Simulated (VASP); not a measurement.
Input of a VASP 6.6.1 run:

Contents of INCAR:

```
SYSTEM = Zn
PREC = Accurate
ENCUT = 520
EDIFF = 1E-7
ISMEAR = -1
SIGMA = 0.05
LREAL = .False.
LASPH = .True.
NELM = 100
ALGO = Normal
ISIF = 2
LWAVE = .False.
LCHARG = .False.
GGA = PE
NBANDS = 19
```

The input KPOINTS:

```
regular mesh
0
Gamma
  12 12 12
  0 0 0
```

Contents of POSCAR:

```
Zn
1.0
    0.0000000000      2.6485815187      2.6485815187
    2.6485815187      0.0000000000      2.6485815187
    2.6485815187      2.6485815187      0.0000000000
Zn
2
Direct
   -0.1250000000     -0.1250000000     -0.1250000000
    0.1250000000      0.1250000000      0.1250000000
```

Potentials or basis: VASP PAW PBE potentials, release 64 (Zn).

Launch:

```console
$ cat potpaw_PBE.64/Zn/POTCAR > POTCAR
$ mpirun -np 1 vasp_std > vasp.out
```

Question: Predict the pressure.

Answer: 16.0 GPa.

Question: Predict the band gap on the k mesh.

Answer: Zero (band 12 reaches 8.22 eV, above the bottom of band 13 at 0.43 eV).
